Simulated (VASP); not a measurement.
# Ba (Im-3m) in VASP: a series of runs

The runs below take Ba through relaxation of cell and atoms, with PBE.

Everything below comes from runs of VASP 6.6.1. Logs are shortened: lines on timing, memory, paths and dates and some standing lists are left out, and cuts for length are marked.

## (1) The cell of the first run

Symmetry: Im-3m, No. 229, cubic system. Conventional cell: a = 5.010 Å, b = 5.010 Å, c = 5.010 Å, α = 90.00°, β = 90.00°, γ = 90.00°. Within 5.7 Å of Ba (site symmetry m-3m) lie 14 Ba at 4.34 to 5.01 Å.

## (2) Relaxation of cell and atoms, PBE, target pressure 10 GPa, at which the enthalpy is minimised

Contents of INCAR:

```
ALGO = Normal ; EDIFF = 1E-7
EDIFFG = -0.01 ; ENCUT = 500
GGA = PE ; GGA_COMPAT = F
IBRION = 2 ; ISIF = 3
ISMEAR = 1 ; LASPH = T
LCHARG = F ; LREAL = F
LWAVE = F ; NELM = 120
NELMIN = 4 ; NSW = 60
PREC = Accurate ; PSTRESS = 100.0
SIGMA = 0.05
```

Contents of KPOINTS:

```
k-points
0
Gamma
  12 12 12
```

Contents of POSCAR:

```
Ba
1.0
   -2.5050000000      2.5050000000      2.5050000000
    2.5050000000     -2.5050000000      2.5050000000
    2.5050000000      2.5050000000     -2.5050000000
Ba
1
Direct
    0.0000000000      0.0000000000      0.0000000000
```

Potentials or basis: VASP PAW PBE potentials, release 64 (Ba_sv).

Run with:

```
> cat potpaw_PBE.64/Ba_sv/POTCAR > POTCAR
> mpirun -np 1 vasp_std > vasp.out
```

OUTCAR:

```text
EDIFF = 1E-7
   EDIFFG = -0.01
   ENCUT = 500
   GGA = PE
   IBRION = 2
   ISIF = 3
   ISMEAR = 1
   LASPH = T
   LREAL = F
   NELM = 120
   NELMIN = 4
   NSW = 60
   PREC = Accurate
   PSTRESS = 100.0

 ion  position               nearest neighbor table
   1  0.000  0.000  0.000-

  LATTYP: Found a body centered cubic cell.
 ALAT       =     5.0100000000

  Lattice vectors:

 A1 = (  -2.5050000000,   2.5050000000,   2.5050000000)
 A2 = (   2.5050000000,  -2.5050000000,   2.5050000000)
 A3 = (   2.5050000000,   2.5050000000,  -2.5050000000)

Analysis of symmetry for initial positions (statically):
=====================================================================
 Subroutine PRICEL returns:
 Original cell was already a primitive cell.

 Routine SETGRP: Setting up the symmetry group for a
 body centered cubic supercell.

 Subroutine GETGRP returns: Found 48 space group operations
 (whereof 48 operations were pure point group operations)
 out of a pool of 48 trial point group operations.

The static configuration has the point symmetry O_h .

Analysis of symmetry for dynamics (positions and initial velocities):
=====================================================================
 Subroutine PRICEL returns:
 Original cell was already a primitive cell.

 Routine SETGRP: Setting up the symmetry group for a
 body centered cubic supercell.

 Subroutine GETGRP returns: Found 48 space group operations
 (whereof 48 operations were pure point group operations)
 out of a pool of 48 trial point group operations.

The dynamic configuration has the point symmetry O_h .

 Subroutine INISYM returns: Found 48 space group operations
 (whereof 48 operations are pure point group operations),
 and found     1 'primitive' translations

----------------------------------------------------------------------------------------

                                     Primitive cell

  volume of cell :      62.8758

  direct lattice vectors                    reciprocal lattice vectors
    -2.505000000  2.505000000  2.505000000     0.000000000  0.199600798  0.199600798
     2.505000000 -2.505000000  2.505000000     0.199600798  0.000000000  0.199600798
     2.505000000  2.505000000 -2.505000000     0.199600798  0.199600798  0.000000000

  length of vectors
     4.338787273  4.338787273  4.338787273     0.282278156  0.282278156  0.282278156

  position of ions in fractional coordinates (direct lattice)
     0.000000000  0.000000000  0.000000000

  ion indices of the primitive-cell ions
   primitive index   ion index
                 1           1

----------------------------------------------------------------------------------------

 KPOINTS: k-points

Automatic generation of k-mesh.
 Grid dimensions read from file:
 generate k-points for:   12   12   12

 Generating k-lattice:

  Cartesian coordinates                     Fractional coordinates (reciprocal lattice)
     0.000000000  0.016633400  0.016633400     0.083333333  0.000000000  0.000000000
     0.016633400  0.000000000  0.016633400     0.000000000  0.083333333  0.000000000
     0.016633400  0.016633400  0.000000000     0.000000000  0.000000000  0.083333333

  Length of vectors
     0.023523180  0.023523180  0.023523180

  Shift w.r.t. Gamma in fractional coordinates (k-lattice)
     0.000000000  0.000000000  0.000000000

 Subroutine IBZKPT returns following result:
 ===========================================

 Found     72 irreducible k-points:

 Following reciprocal coordinates:
            Coordinates               Weight
  0.000000  0.000000  0.000000      1.000000
  0.083333  0.000000  0.000000     12.000000
  0.166667  0.000000  0.000000     12.000000
  0.250000  0.000000  0.000000     12.000000
  0.333333  0.000000  0.000000     12.000000
  0.416667  0.000000  0.000000     12.000000
[... 16 lines left out ...]
  0.333333  0.083333  0.083333     24.000000
  0.416667  0.083333  0.083333     12.000000
 [... further k-points ...]
   k-points           NKPTS =     72   k-points in BZ     NKDIM =     72   number of bands    NBANDS=      9
   number of dos      NEDOS =    301   number of ions     NIONS =      1
   total plane-waves  NPLWV =  32768
   dimension x,y,z NGX =    32 NGY =   32 NGZ =   32
   dimension x,y,z NGXF=    64 NGYF=   64 NGZF=   64
   ions per type =               1
   NGX,Y,Z   is equivalent  to a cutoff of  12.26, 12.26, 12.26 a.u.
   NGXF,Y,Z  is equivalent  to a cutoff of  24.52, 24.52, 24.52 a.u.
 SYSTEM =  unknown system
   PREC   = accura    normal or accurate (medium, high low for compatibility)
   ISTART =      0    job   : 0-new  1-cont  2-samecut
   ICHARG =      2    charge: 1-file 2-atom 10-const
   ISPIN  =      1    spin polarized calculation?
   LNONCOLLINEAR =      F non collinear calculations
   LSORBIT =      F    spin-orbit coupling
   LASPH  =      T    aspherical Exc in radial PAW
   ENCUT  =  500.0 eV  36.75 Ry    6.06 a.u.   7.91  7.91  7.91*2*pi/ulx,y,z
[... 53 lines left out ...]

 E-fermi :   1.6495     XC(G=0):  -7.4155

 val. band max:        1.6407509436   @ k =   0.2500   0.1667   0.1667
 cond. band min:       1.6800771431   @ k =  -0.4167  -0.4167   0.1667
 fundamental gap:      0.0393261995
 Fermi energy:         1.6495265082

 k-point     1 :       0.0000    0.0000    0.0000
  band No.  band energies     occupation
      1     -27.2300      2.00000
      2     -12.1782      2.00000
      3     -12.1782      2.00000
      4     -12.1782      2.00000
      5      -1.0990      2.00000
      6       3.4854      0.00000
      7       3.4854      0.00000
      8       3.4854      0.00000
      9       4.8885      0.00000

 k-point     2 :       0.0833    0.0000    0.0000
  band No.  band energies     occupation
      1     -27.2271      2.00000
      2     -12.2115      2.00000
      3     -12.1884      2.00000
      4     -12.1784      2.00000
      5      -0.9685      2.00000
      6       3.3780      0.00000
      7       3.4280      0.00000
      8       3.6181      0.00000
      9       4.7153      0.00000

 k-point     3 :       0.1667    0.0000    0.0000
  band No.  band energies     occupation
      1     -27.2192      2.00000
      2     -12.3006      2.00000
      3     -12.2162      2.00000
      4     -12.1789      2.00000
      5      -0.6030      2.00000
      6       3.1187      0.00000
      7       3.1783      0.00000
      8       4.0098      0.00000
      9       4.5536      0.00000
[... 302 lines left out ...]
 VOLUME and BASIS-vectors are now :
 -----------------------------------------------------------------------------
  energy-cutoff  :      500.00
  volume of cell :       33.78
      direct lattice vectors                 reciprocal lattice vectors
    -2.036456754  2.036456754  2.036456754     0.000000000  0.245524487  0.245524487
     2.036456754 -2.036456754  2.036456754     0.245524487  0.000000000  0.245524487
     2.036456754  2.036456754 -2.036456754     0.245524487  0.245524487  0.000000000

 POSITION                                       TOTAL-FORCE (eV/Angst)
 -----------------------------------------------------------------------------------
     -2.03646      2.03646      2.03646        -0.000000      0.000000     -0.000000
 -----------------------------------------------------------------------------------
    total drift:                               -0.000000     -0.000000      0.000000

  FREE ENERGIE OF THE ION-ELECTRON SYSTEM (eV)
  ---------------------------------------------------
  free  energy   TOTEN  =        -1.0756922601 eV

  energy  without entropy=       -1.0749370951  energy(sigma->0) =       -1.07544054

  enthalpy is  TOTEN    =         1.0328144370 eV   P V=        2.1085066971

--------------------------------------- Ionic step        3  -------------------------------------------

 number of electron       9.9999999 magnetization

 Free energy of the ion-electron system (eV)
  ---------------------------------------------------
  ext. energy  EPLUGINS =         0.00000000
  ---------------------------------------------------
  free energy    TOTEN  =        -1.32232987 eV

  energy without entropy =       -1.32211403  energy(sigma->0) =       -1.32225792

 E-fermi :   3.9588     XC(G=0):  -9.3287

 val. band max:        3.9372823236   @ k =  -0.3333   0.4167   0.2500
 cond. band min:       3.9718073941   @ k =   0.2500   0.2500   0.0833
 fundamental gap:      0.0345250705
 Fermi energy:         3.9587506731

 k-point     1 :       0.0000    0.0000    0.0000
  band No.  band energies     occupation
      1     -24.5572      2.00000
      2      -8.6882      2.00000
      3      -8.6882      2.00000
      4      -8.6882      2.00000
      5       1.3628      2.00000
      6       6.2310      0.00000
      7       6.2310      0.00000
      8       6.2310      0.00000
      9       8.5110      0.00000

 k-point     2 :       0.0833    0.0000    0.0000
  band No.  band energies     occupation
      1     -24.5344      2.00000
      2      -8.8578      2.00000
      3      -8.7342      2.00000
      4      -8.6913      2.00000
      5       1.6253      2.00000
      6       6.0272      0.00000
      7       6.1406      0.00000
      8       6.4838      0.00000
      9       8.1398      0.00000

 k-point     3 :       0.1667    0.0000    0.0000
  band No.  band energies     occupation
      1     -24.4711      2.00000
      2      -9.2899      2.00000
      3      -8.8565      2.00000
      4      -8.6999      2.00000
      5       2.2641      2.00000
      6       5.5579      0.00000
      7       5.7936      0.00000
      8       7.2223      0.00000
      9       7.9086      0.00000
[... 265 lines left out ...]
 VOLUME and BASIS-vectors are now :
 -----------------------------------------------------------------------------
  energy-cutoff  :      500.00
  volume of cell :       37.11
      direct lattice vectors                 reciprocal lattice vectors
    -2.101318426  2.101318426  2.101318426     0.000000000  0.237945850  0.237945850
     2.101318426 -2.101318426  2.101318426     0.237945850  0.000000000  0.237945850
     2.101318426  2.101318426 -2.101318426     0.237945850  0.237945850  0.000000000

 POSITION                                       TOTAL-FORCE (eV/Angst)
 -----------------------------------------------------------------------------------
      0.00000      0.00000     -0.00000         0.000000      0.000000     -0.000000
 -----------------------------------------------------------------------------------
    total drift:                                0.000000      0.000000     -0.000000

  FREE ENERGIE OF THE ION-ELECTRON SYSTEM (eV)
  ---------------------------------------------------
  free  energy   TOTEN  =        -1.3223298694 eV

  energy  without entropy=       -1.3221140318  energy(sigma->0) =       -1.32225792

  enthalpy is  TOTEN    =         0.9941312516 eV   P V=        2.3164611211

 reached required accuracy - stopping structural energy minimisation
```

Run time: 30 s. Hardware: 1 thread of Intel Xeon 6975P-C (Granite Rapids), shared host; peak memory 0.21 GiB.

Results:

```
Free energy                                                : -1.3223 eV
Relaxed volume                                             : 37.11 Å³/atom
Relaxed cell                                               : a = 3.640 Å, b = 3.640 Å, c = 3.640 Å, α = 109.47°, β = 109.47°, γ = 109.47°
Space group after relaxing (to 0.1 Å)                      : Im-3m (No. 229)
Energy change on relaxing (the run minimises the enthalpy) : +585.0 meV/atom
Ionic steps                                                : 3
Pressure after relaxing                                    : 10.0 GPa
Band gap on the k mesh                                     : zero (bands 5 and 6 overlap by 3.05 eV)
```

The path:
| step | energy change (eV) | largest force (eV/Å) | pressure (GPa) | volume (Å³) |
| --- | --- | --- | --- | --- |
| 1 | 0.0000 | 0.0000 | 0.12 | 62.88 |
| 2 | 0.8317 | 0.0000 | 13.81 | 33.78 |
| 3 | 0.5850 | 0.0000 | 10.01 | 37.11 |

Final structure:
```yaml
crystal:
  lattice:
    - [-2.10132, 2.10132, 2.10132]
    - [2.10132, -2.10132, 2.10132]
    - [2.10132, 2.10132, -2.10132]
  atoms:
    - { symbol: Ba, position: [0.00000, 0.00000, 0.00000] }
```

Caveat: the cell is relaxed towards a set pressure, so the run minimises the enthalpy, not the energy; the volume moved by over 15 % at a fixed basis, so the end points are rough; spin-orbit coupling is left out, which moves the levels of the heavy elements.

## (3) Relaxation of cell and atoms, PBE, target pressure 20 GPa, at which the enthalpy is minimised

Contents of INCAR:

```
SYSTEM = Ba
ALGO = Normal
EDIFF = 1E-7
EDIFFG = -0.01
ENCUT = 500
GGA = PE
GGA_COMPAT = .FALSE.
IBRION = 2
ISIF = 3
ISMEAR = 1
LASPH = .TRUE.
LCHARG = .FALSE.
LREAL = .FALSE.
LWAVE = .FALSE.
NELM = 120
NELMIN = 4
NSW = 60
PREC = Accurate
PSTRESS = 200.0
SIGMA = 0.05
```

Contents of KPOINTS:

```
k-points
0
G
  12 12 12
  0 0 0
```

POSCAR is that of step 2.

Potentials or basis: VASP PAW PBE potentials, release 64 (Ba_sv).

Run with:

```
> cat potpaw_PBE.64/Ba_sv/POTCAR > POTCAR
> mpirun -np 1 vasp_std > vasp.out
```

Run time: 71 s. Hardware: 1 thread of Intel Xeon 6975P-C (Granite Rapids), shared host; peak memory 0.22 GiB.

The run converged. Its results:

```
Free energy                                                : -0.6908 eV
Relaxed volume                                             : 30.04 Å³/atom
Relaxed cell                                               : a = 3.392 Å, b = 3.392 Å, c = 3.392 Å, α = 109.47°, β = 109.47°, γ = 109.47°
Space group after relaxing (to 0.1 Å)                      : Im-3m (No. 229)
Energy change on relaxing (the run minimises the enthalpy) : +1216.5 meV/atom
Ionic steps                                                : 8
Pressure after relaxing                                    : 20.0 GPa
Band gap on the k mesh                                     : zero (bands 5 and 6 overlap by 4.50 eV)
```

The path:
```csv
step,energy change (eV),largest force (eV/Å),pressure (GPa),volume (Å³)
1,0.0000,0.0000,0.12,62.88
2,7.7199,0.0000,225.24,15.25
3,0.9300,0.0000,15.05,32.68
4,1.0366,0.0000,16.90,31.61
5,1.2146,0.0000,19.95,30.06
6,1.2787,0.0000,21.03,29.56
7,1.1838,0.0000,19.47,30.31
8,1.2165,0.0000,19.95,30.04
```

Final structure:
```xyz
1
Lattice="-1.9584 1.9584 1.9584 1.9584 -1.9584 1.9584 1.9584 1.9584 -1.9584" Properties=species:S:1:pos:R:3 pbc="T T T"
Ba    0.0000    0.0000    0.0000
```

Levels at points of the mesh, in eV from the Fermi level:
| k point | band 1 | band 2 | band 3 | band 4 | band 5 | band 6 | band 7 | band 8 | band 9 |
| --- | --- | --- | --- | --- | --- | --- | --- | --- | --- |
| (0.00, 0.00, 0.00) | -28.83 | -12.09 | -12.09 | -12.09 | -2.03 | 2.37 | 2.37 | 2.37 | 5.11 |
| (0.50, 0.00, 0.00) | -28.09 | -15.49 | -13.12 | -12.20 | -1.82 | -0.06 | 5.63 | 5.79 | 6.74 |
| (0.50, 0.50, 0.50) | -27.61 | -14.30 | -14.30 | -14.30 | -2.55 | -2.55 | 9.07 | 9.07 | 9.72 |

Caveat: the cell is relaxed towards a set pressure, so the run minimises the enthalpy, not the energy; the volume moved by over 15 % at a fixed basis, so the end points are rough; spin-orbit coupling is left out, which moves the levels of the heavy elements.

## (4) Relaxation of cell and atoms, PBE, target pressure 30 GPa, at which the enthalpy is minimised

Contents of INCAR:

```
ALGO = Normal ; EDIFF = 1E-7
EDIFFG = -0.01 ; ENCUT = 500
GGA = PE ; GGA_COMPAT = F
IBRION = 2 ; ISIF = 3
ISMEAR = 1 ; LASPH = T
LCHARG = F ; LREAL = F
LWAVE = F ; NELM = 120
NELMIN = 4 ; NSW = 60
PREC = Accurate ; PSTRESS = 300.0
SIGMA = 0.05
```

Contents of KPOINTS:

```
k-points
0
Gamma
  12 12 12
```

POSCAR is that of step 3.

Run with:

```
> cat potpaw_PBE.64/Ba_sv/POTCAR > POTCAR
> mpirun -np 1 vasp_std > vasp.out
```

Run time: 2.1 min. Hardware: 1 thread of Intel Xeon 6975P-C (Granite Rapids), shared host; peak memory 0.28 GiB.

It converged, with:

```yaml
Free_energy: -0.0998 eV
Relaxed_volume: 26.17 Å³/atom
Relaxed_cell: a = 3.239 Å, b = 3.239 Å, c = 3.239 Å, α = 109.47°, β = 109.47°, γ = 109.47°
Space_group_after_relaxing_to_0.1_Å: Im-3m (No. 229)
Energy_change_on_relaxing_the_run_minimises_the_enthalpy: +1807.6 meV/atom
Ionic_steps: 18
Pressure_after_relaxing: 30.1 GPa
Band_gap_on_the_k_mesh: zero (bands 5 and 6 overlap by 5.77 eV)
```

Step by step:
| step | energy change (eV) | largest force (eV/Å) | pressure (GPa) | volume (Å³) |
| --- | --- | --- | --- | --- |
| 1 | 0.0000 | 0.0000 | 0.12 | 62.88 |
| 2 | 116.0636 | 0.0000 | 7992.67 | 5.15 |
| 3 | 0.0132 | 0.0000 | 0.85 | 58.32 |
| 4 | 0.0419 | 0.0000 | 1.62 | 54.54 |
| 5 | 1.8812 | 0.0000 | 31.74 | 25.79 |
| 6 | 1.7633 | 0.0000 | 29.10 | 26.41 |
| 7 | 1.7645 | 0.0000 | 29.12 | 26.40 |
| 8 | 1.7680 | 0.0000 | 29.18 | 26.38 |
| 9 | 1.7680 | 0.0000 | 29.18 | 26.38 |
| 10 | 1.7681 | 0.0000 | 29.18 | 26.38 |
| 11 | 1.7682 | 0.0000 | 29.18 | 26.38 |
| 12 | 1.7685 | 0.0000 | 29.18 | 26.38 |
| 13 | 1.7691 | 0.0000 | 29.21 | 26.38 |
| 14 | 1.7704 | 0.0000 | 29.22 | 26.37 |
| 15 | 1.7728 | 0.0000 | 29.26 | 26.36 |
| 16 | 1.7778 | 0.0000 | 29.36 | 26.33 |
| 17 | 1.7876 | 0.0000 | 29.58 | 26.28 |
| 18 | 1.8076 | 0.0000 | 30.05 | 26.17 |

Final structure:
```yaml
crystal:
  lattice:
    - [-1.87028, 1.87028, 1.87028]
    - [1.87028, -1.87028, 1.87028]
    - [1.87028, 1.87028, -1.87028]
  atoms:
    - { symbol: Ba, position: [0.00000, 0.00000, 0.00000] }
```

Levels at points of the mesh, in eV from the Fermi level:
```
           k point  band 3  band 4  band 5  band 6  band 7  band 8
(0.00, 0.00, 0.00)  -11.69  -11.69   -1.41    2.38    2.38    2.38
(0.50, 0.00, 0.00)  -13.08  -11.86   -2.12   -0.41    6.41    7.01
(0.50, 0.50, 0.50)  -14.67  -14.67   -3.23   -3.23   10.16   11.18
```

Caveat: the cell is relaxed towards a set pressure, so the run minimises the enthalpy, not the energy; the volume moved by over 15 % at a fixed basis, so the end points are rough; spin-orbit coupling is left out, which moves the levels of the heavy elements.

## (5) The runs side by side

```csv
cell,gap on the mesh (eV),pressure (GPa)
relaxed to 10 GPa,none,10.0
relaxed to 20 GPa,none,20.0
relaxed to 30 GPa,none,30.1
```

Alike in all rows: task relaxation of cell and atoms; level PBE; potentials or basis VASP PAW PBE potentials, release 64 (Ba_sv); no spin polarisation; k mesh 12 × 12 × 12; cutoff (eV) 500; smearing methfessel-paxton 0.05 eV.

Caveats: the cell is relaxed towards a set pressure, so the run minimises the enthalpy, not the energy; the volume moved by over 15 % at a fixed basis, so the end points are rough; spin-orbit coupling is left out, which moves the levels of the heavy elements.

Total energies depend on the potentials used, so only differences within one code and one set of settings carry meaning.

The gap in the log of VASP goes by the Fermi energy; the results here count the filled bands.